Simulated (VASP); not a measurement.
# Zn35O36 (a cell with a defect) in VASP: notebook, part 2 of 2

VASP 6.6.1. The steps go on from the part before.

### Step 3. Single point, PBE

INCAR reads:

```
SYSTEM = Zn35O36
  PREC = Accurate
  ENCUT = 520
  EDIFF = 1E-6
  ISMEAR = 0
  SIGMA = 0.02
  LREAL = Auto
  LASPH = .TRUE.
  NELM = 100
  ALGO = Normal
  ISIF = 2
  LWAVE = .FALSE.
  LCHARG = .TRUE.
  GGA = PE
  LELF = .TRUE.
  LVHAR = .TRUE.
  NELECT = 638.0
  NBANDS = 359
```

KPOINTS reads:

```
Automatic mesh
0
G
  1 1 1
  0 0 0
```

POSCAR reads:

```
Zn35O36
1.0
    9.8384282164      0.0000000000      0.0000000000
   -4.9192141082      8.5203287687      0.0000000000
    0.0000000000      0.0000000000     10.5875275224
Zn O
35 36
Direct
    0.1105079003      0.2228254392      0.7446595046
    0.1143499471      0.5462065052      0.2529797438
    0.1098845213      0.5573752057      0.7503301392
    0.1107767928      0.8774065183      0.2471259692
    0.1102364613      0.8916368378      0.7491293867
    0.4559267658      0.2225564355      0.2471259692
    0.4416965149      0.2230969076      0.7491293867
    0.4447983945      0.5529857037      0.2508222996
    0.4426913678      0.5561177425      0.7506746956
    0.4459186789      0.8874147002      0.2510969624
    0.4422219730      0.8911112712      0.7469120607
    0.7871268393      0.2189833339      0.2529797438
    0.7759581290      0.2234487720      0.7503301392
    0.7791525297      0.5541808454      0.2541067302
    0.7766653061      0.5566679560      0.7468916594
    0.7803476889      0.8885349621      0.2508222996
    0.7772155415      0.8906419231      0.7506746956
    0.1393616431      0.1939717404      0.2899594824
    0.2214240673      0.1119092967      0.9926029451
    0.2215974711      0.4486183695      0.5013301726
    0.2205255477      0.4397836165      1.0077041101
    0.2170171602      0.7875767687      0.4970165120
    0.2228961810      0.7754507108      0.9991538608
    0.5457564990      0.1163161689      0.4970165120
    0.5578825589      0.1104370530      0.9991538608
    0.5485526404      0.4395628504      0.4981424595
    0.5568904232      0.4457826808      0.9989735543
    0.5531965471      0.7801369150      0.5002570231
    0.5556284547      0.7777048492      1.0008604915
    0.8847149439      0.1117358292      0.5013301726
    0.8935496823      0.1128077362      1.0077041101
    0.8872556817      0.4460776225      0.4974435239
    0.8892444523      0.4440889668      1.0015797340
    0.8937705641      0.7847807498      0.4981424595
    0.8875507148      0.7764429260      0.9989735543
    0.2301053455      0.1032280589      0.1843759080
    0.2213316109      0.1120016640      0.7218768484
    0.2248981488      0.4362179091      0.1945347481
    0.2220079455      0.4487768141      0.6915060182
    0.2258606731      0.7697499918      0.1868950986
    0.2201185262      0.7785077525      0.6883097101
    0.5635833541      0.1074727308      0.1868950986
    0.5548255817      0.1132147627      0.6883097101
    0.5599779834      0.4472328596      0.1865411916
    0.5545220319      0.4464544859      0.6892970039
    0.5570871928      0.7762462200      0.1894719986
    0.5542310271      0.7791023305      0.6901066358
    0.8971154184      0.1084351350      0.1945347481
    0.8845565859      0.1113253990      0.6915060182
    0.8905178440      0.4428154244      0.1904321850
    0.8879782823      0.4453549978      0.6887469227
    0.8861004472      0.7733553691      0.1865411916
    0.8868787936      0.7788112619      0.6892970039
    0.1014181400      0.2319151119      0.4532665431
    0.1093185708      0.2240148299      0.9396753849
    0.1104992627      0.5601998620      0.4407433171
    0.1111780304      0.5530479079      0.9398081827
    0.1004663016      0.8780118940      0.4283560057
    0.1093945613      0.8838142523      0.9430057187
    0.4553213484      0.2328669531      0.4283560057
    0.4495190382      0.2239387765      0.9430057187
    0.4440511068      0.5595206628      0.4403268837
    0.4437253051      0.5556766797      0.9399105673
    0.4425481983      0.8907851101      0.4399777937
    0.4450537536      0.8882795729      0.9367793358
    0.7731334745      0.2228340069      0.4407433171
    0.7802853469      0.2221552773      0.9398081827
    0.7754271048      0.5579061711      0.4416707291
    0.7787588116      0.5545744922      0.9367220042
    0.7738127009      0.8892822338      0.4403268837
    0.7776566812      0.8896080428      0.9399105673
```

Potentials or basis: VASP PAW PBE potentials, release 64 (Zn, O).

Run with:

```console
$ cat potpaw_PBE.64/Zn/POTCAR potpaw_PBE.64/O/POTCAR > POTCAR
$ mpirun -np 1 vasp_gam > vasp.out
```

OUTCAR:

```text
SYSTEM = Zn35O36
   PREC = Accurate
   ENCUT = 520
   EDIFF = 1E-6
   ISMEAR = 0
   LREAL = Auto
   LASPH = .TRUE.
   NELM = 100
   ISIF = 2
   GGA = PE
   NELECT = 638.0

 ion  position               nearest neighbor table
   1  0.111  0.223  0.745-  37 1.90  49 2.01  39 2.01  55 2.06
   2  0.114  0.546  0.253-  38 1.98  56 1.99  50 2.02  40 2.03
   3  0.110  0.557  0.750-  39 1.98  41 2.00  51 2.00  57 2.01
   4  0.111  0.877  0.247-  58 1.92  40 2.00  52 2.02  36 2.04  18 3.02
   5  0.110  0.892  0.749-  37 1.90  53 2.01  41 2.01  59 2.05
   6  0.456  0.223  0.247-  60 1.92  42 2.00  44 2.02  36 2.04  18 3.02
   7  0.442  0.223  0.749-  37 1.90  45 2.01  43 2.01  61 2.05
   8  0.445  0.553  0.251-  38 1.97  44 2.00  62 2.01  46 2.01
   9  0.443  0.556  0.751-  39 1.98  45 2.00  63 2.00  47 2.01
  10  0.446  0.887  0.251-  40 2.00  42 2.00  64 2.00  46 2.00
  11  0.442  0.891  0.747-  41 1.99  43 1.99  47 2.00  65 2.01
  12  0.787  0.219  0.253-  48 1.98  66 1.99  50 2.02  42 2.03
  13  0.776  0.223  0.750-  49 1.98  43 2.00  51 2.00  67 2.01
  14  0.779  0.554  0.254-  68 1.99  52 2.00  44 2.00  50 2.01
  15  0.777  0.557  0.747-  45 1.99  53 1.99  51 1.99  69 2.01
  16  0.780  0.889  0.251-  48 1.97  52 2.00  70 2.01  46 2.01
  17  0.777  0.891  0.751-  49 1.98  53 2.00  71 2.00  47 2.01
  18  0.139  0.194  0.290-  54 1.85  36 1.91  38 2.32  48 2.32   6 3.02   4 3.02
  19  0.221  0.112  0.993-  55 1.99  61 2.01  59 2.01  36 2.04
  20  0.222  0.449  0.501-  54 1.92  62 2.00  56 2.00  39 2.01
  21  0.221  0.440  0.008-  55 1.97  38 1.98  57 2.03  63 2.03
  22  0.217  0.788  0.497-  58 1.91  64 2.02  56 2.03  41 2.03
  23  0.223  0.775  0.999-  59 1.98  40 1.99  57 2.00  65 2.00
  24  0.546  0.116  0.497-  60 1.91  64 2.02  66 2.03  43 2.03
[... 10 lines left out ...]
  35  0.888  0.776  0.999-  59 1.98  52 1.99  71 2.00  69 2.00
[... 22 lines left out ...]
  58  0.100  0.878  0.428-  22 1.91  34 1.91   4 1.92
  59  0.109  0.884  0.943-  35 1.98  23 1.98  19 2.01   5 2.05
  60  0.455  0.233  0.428-  24 1.91  26 1.91   6 1.92
  61  0.450  0.224  0.943-  27 1.98  25 1.98  19 2.01   7 2.05
  62  0.444  0.560  0.440-  28 1.98  20 2.00   8 2.01  26 2.01
  63  0.444  0.556  0.940-  29 2.00  27 2.00   9 2.00  21 2.03
  64  0.443  0.891  0.440-  28 1.99  10 2.00  22 2.02  24 2.02
  65  0.445  0.888  0.937-  29 2.00  25 2.00  23 2.00  11 2.01
  66  0.773  0.223  0.441-  12 1.99  32 1.99  30 2.00  24 2.03
  67  0.780  0.222  0.940-  25 2.00  33 2.00  13 2.01  31 2.03
  68  0.775  0.558  0.442-  14 1.99  32 2.00  26 2.02  34 2.02
  69  0.779  0.555  0.937-  27 2.00  35 2.00  33 2.00  15 2.01
  70  0.774  0.889  0.440-  28 1.98  30 2.00  16 2.01  34 2.01
  71  0.778  0.890  0.940-  29 2.00  35 2.00  17 2.00  31 2.03

  LATTYP: Found a hexagonal cell.
 ALAT       =     9.8384282164
 C/A-ratio  =     1.0761401404

  Lattice vectors:

 A1 = (   9.8384282164,   0.0000000000,   0.0000000000)
 A2 = (  -4.9192141082,   8.5203287687,   0.0000000000)
 A3 = (   0.0000000000,   0.0000000000,  10.5875275224)

Analysis of symmetry for initial positions (statically):
=====================================================================
 Subroutine PRICEL returns:
 Original cell was already a primitive cell.

 Routine SETGRP: Setting up the symmetry group for a
 hexagonal supercell.

 Subroutine GETGRP returns: Found  2 space group operations
 (whereof  1 operations were pure point group operations)
 out of a pool of 24 trial point group operations.

The static configuration has the point symmetry C_1 .
 The point group associated with its full space group is C_1h.

[... 209 lines left out ...]
   k-points           NKPTS =      1   k-points in BZ     NKDIM =      1   number of bands    NBANDS=    359
   number of dos      NEDOS =    301   number of ions     NIONS =     71
   total plane-waves  NPLWV = 512000
   dimension x,y,z NGX =    80 NGY =   80 NGZ =   80
   dimension x,y,z NGXF=   160 NGYF=  160 NGZF=  160
   ions per type =              35  36
   NGX,Y,Z   is equivalent  to a cutoff of  13.52, 13.52, 12.56 a.u.
   NGXF,Y,Z  is equivalent  to a cutoff of  27.04, 27.04, 25.12 a.u.
 SYSTEM =  Zn35O36
   PREC   = accura    normal or accurate (medium, high low for compatibility)
   ISTART =      0    job   : 0-new  1-cont  2-samecut
   ICHARG =      2    charge: 1-file 2-atom 10-const
   ISPIN  =      1    spin polarized calculation?
   LNONCOLLINEAR =      F non collinear calculations
   LSORBIT =      F    spin-orbit coupling
   LASPH  =      T    aspherical Exc in radial PAW
   ENCUT  =  520.0 eV  38.22 Ry    6.18 a.u.  18.29 18.29 19.69*2*pi/ulx,y,z
   NELM   =    100;   NELMIN=  2; NELMDL= -5     # of ELM steps
   EDIFF  = 0.1E-05   stopping-criterion for ELM
   LREAL  =      T    real-space projection
   EDIFFG = 0.1E-04   stopping-criterion for IOM
   NSW    =      0    number of steps for IOM
   IBRION =     -1    ionic relax: 0-MD 1-quasi-New 2-CG
   NFREE  =      0    steps in history (QN), initial steepest desc. (CG)
   ISIF   =      2    stress and relaxation
   ISYM   =      2    0-nonsym 1-usesym 2-fastsym
   POTIM  = 0.5000    time-step for ionic-motion
   TEBEG  =    0.0;   TEEND  =   0.0 temperature during run
   PSTRESS=    0.0 pullay stress
   NELECT =     638.0000    total number of electrons
   NUPDOWN=      -1.0000    fix difference up-down
   EMIN   =  10.00;   EMAX   =-10.00  energy-range for DOS
   EFERMI =   0.00;   METHOD = LEGACY
   ISMEAR =     0;   SIGMA  =   0.02  broadening in eV -4-tet -1-fermi 0-gaus
   EFERMI_NEDOS =   21; number of points for ismear=-14 and -15
   IALGO  =     38    algorithm
   IMIX   =      4    mixing-type and parameters
     AMIX     =   0.40;   BMIX     =  1.00
     AMIX_MAG =   1.60;   BMIX_MAG =  1.00
  volume/ion in A,a.u.               =      12.50        84.36
  Fermi-wavevector in a.u.,A,eV,Ry     =   1.466525  2.771331 29.261996  2.150696
  Thomas-Fermi vector in A             =   2.582252
   LORBIT       =      0    0 simple, 1 ext, 2 COOP (PROOUT), +10 PAW based schemes
   GGA     = PE    functional components
   LHFCALC =     F    Hartree Fock is set to
   AEXX    =    0.0000 exact exchange contribution
   IVDW    =     0    specifies the selected vdW correction
   LEPSILON=     F    determine dielectric tensor
   LRPA    =     F    only Hartree local field effects (RPA)
 non-spin polarized calculation
 Gauss-broadening in eV      SIGMA  =   0.02
  energy-cutoff  :      520.00
  volume of cell :      887.52
 maximum number of plane-waves:     11978
 NGX is ok and might be reduce to    80
   NGX = 37   NGY = 37   NGZ = 39

 number of electron     638.0000058 magnetization

 Free energy of the ion-electron system (eV)
  ---------------------------------------------------
  ext. energy  EPLUGINS =         0.00000000
  ---------------------------------------------------
  free energy    TOTEN  =      -311.01730693 eV

  energy without entropy =     -311.01730693  energy(sigma->0) =     -311.01730693

 E-fermi :   1.2095     XC(G=0): -10.6298

 val. band max:        1.0450768204   @ k =   0.0000   0.0000   0.0000
 cond. band min:       1.6211778615   @ k =   0.0000   0.0000   0.0000
 fundamental gap:      0.5761010411
 Fermi energy:         1.2094611135

 k-point     1 :       0.0000    0.0000    0.0000
  band No.  band energies     occupation
      1     -17.0411      2.00000
      2     -16.7362      2.00000
      3     -16.6891      2.00000
      4     -16.6615      2.00000
      5     -16.6439      2.00000
      6     -16.6125      2.00000
[... 323 lines left out ...]
    330       5.8701      0.00000
    331       5.8944      0.00000
 [bands above 331 left out]

------------------------ aborting loop because EDIFF is reached ----------------------------------------

  FORCE on cell =-STRESS in cart. coord.  units (eV):
  Direction    XX          YY          ZZ          XY          YZ          ZX
  --------------------------------------------------------------------------------------
  -------------------------------------------------------------------------------------
  Total       22.4369683     23.0191089     16.3354805      0.5041486      1.1767776     -2.0382393
  in kB       40.5040201     41.5549213     29.4893954      0.9101071      2.1243611     -3.6795027
  external PRESSURE =      37.1827789 kB  Pullay stress =       0.0000000 kB

 VOLUME and BASIS-vectors are now :
 -----------------------------------------------------------------------------
  energy-cutoff  :      520.00
  volume of cell :      887.52
      direct lattice vectors                 reciprocal lattice vectors
     9.838428216  0.000000000  0.000000000     0.101642252  0.058683182  0.000000000
    -4.919214108  8.520328769  0.000000000     0.000000000  0.117366363  0.000000000
     0.000000000  0.000000000 10.587527522     0.000000000  0.000000000  0.094450758

 POSITION                                       TOTAL-FORCE (eV/Angst)
 -----------------------------------------------------------------------------------
     -0.00890      1.89855      7.88410        -0.027515      0.015886      0.017566
     -1.56188      4.65386      2.67843        -0.014953      0.026166      0.006791
     -1.66076      4.74902      7.94414        -0.000818     -0.003290      0.010453
     -3.22628      7.47579      2.61645        -0.010415      0.105251      0.029849
     -3.30160      7.59704      7.93143         0.006207     -0.039178     -0.021017
      3.39080      1.89625      2.61645        -0.096357     -0.043606      0.029849
[... 63 lines left out ...]
      3.23853      7.57698      4.66197         0.008688     -0.011117      0.010048
      3.27475      7.57975      9.95133        -0.003594      0.020253      0.022523
 -----------------------------------------------------------------------------------
    total drift:                               -0.005553     -0.005565     -0.014022

  FREE ENERGIE OF THE ION-ELECTRON SYSTEM (eV)
  ---------------------------------------------------
  free  energy   TOTEN  =      -311.0173069264 eV

  energy  without entropy=     -311.0173069264  energy(sigma->0) =     -311.01730693
```

Run time: 17 min. Hardware: 1 thread of Intel Xeon Platinum 8259CL at 2.50GHz (Skylake/Cascade Lake), shared host; peak memory 0.98 GiB.

What came out:

* Free energy: -311.0173 eV
* Largest force: 0.955 eV/Å

Forces in eV/Å, atoms in the order of the input:
```
Zn  -0.028  0.016  0.018
Zn  -0.015  0.026  0.007
Zn  -0.001 -0.003  0.010
Zn  -0.010  0.105  0.030
Zn   0.006 -0.039 -0.021
Zn  -0.096 -0.044  0.030
Zn   0.037  0.014 -0.021
Zn   0.029  0.009  0.014
Zn   0.009 -0.002  0.009
Zn  -0.013  0.007  0.014
Zn   0.004 -0.002  0.018
Zn  -0.030  0.000  0.007
Zn   0.002  0.002  0.010
Zn   0.011 -0.006  0.004
Zn   0.004 -0.002  0.007
Zn   0.007 -0.030  0.014
Zn   0.006 -0.007  0.009
Zn  -0.609  0.352 -0.645
Zn   0.020 -0.012 -0.054
Zn   0.015 -0.003  0.015
Zn   0.006  0.014 -0.001
Zn   0.052 -0.034  0.029
Zn  -0.003  0.006  0.010
Zn   0.055 -0.028  0.029
Zn  -0.006  0.000  0.010
Zn   0.003  0.020  0.019
Zn   0.007 -0.004  0.012
Zn   0.007 -0.004  0.017
Zn  -0.003  0.002 -0.009
Zn   0.010 -0.011  0.015
Zn  -0.009 -0.012 -0.001
Zn   0.003 -0.002  0.004
Zn   0.000  0.000  0.001
Zn  -0.016 -0.012  0.019
Zn   0.006 -0.004  0.012
O   -0.003  0.002 -0.096
O    0.008 -0.005 -0.004
O    0.021 -0.174  0.076
O    0.003 -0.014 -0.005
O    0.005 -0.024  0.012
O    0.009 -0.015  0.014
O    0.023  0.008  0.012
O    0.018 -0.001  0.014
O    0.002 -0.011  0.011
O    0.001  0.005  0.009
O    0.006 -0.004  0.016
O    0.009 -0.005  0.015
O    0.161  0.069  0.076
O    0.013  0.005 -0.005
O    0.015 -0.008  0.011
O    0.009 -0.005  0.005
O    0.011  0.004  0.011
O   -0.004 -0.003  0.009
O    0.014 -0.008 -0.060
O    0.004 -0.002 -0.019
O    0.030 -0.012  0.017
O    0.026 -0.017  0.020
O    0.027 -0.029  0.053
O    0.006 -0.014 -0.019
O    0.039 -0.009  0.053
O    0.015  0.002 -0.019
O    0.014 -0.002  0.010
O   -0.019 -0.007  0.023
O    0.012 -0.007  0.025
O    0.004 -0.002  0.004
O    0.025 -0.020  0.017
O    0.028 -0.014  0.020
O   -0.006  0.003  0.026
O    0.006 -0.003 -0.003
O    0.009 -0.011  0.010
O   -0.004  0.020  0.023
```

Levels at points of the mesh, in eV from the Fermi level:
```csv
k point,band 316,band 317,band 318,band 319,band 320,band 321,band 322,band 323
"(0.00, 0.00, 0.00)",-0.51,-0.39,-0.22,-0.16,0.41,2.96,3.06,3.68
```

Caveat: the k points lie up to 0.74 Å⁻¹ apart; the cell carries a net charge on a neutralising background, which shifts energy and pressure; the cell is charged against a uniform background, so pressure and absolute levels hang on convention.
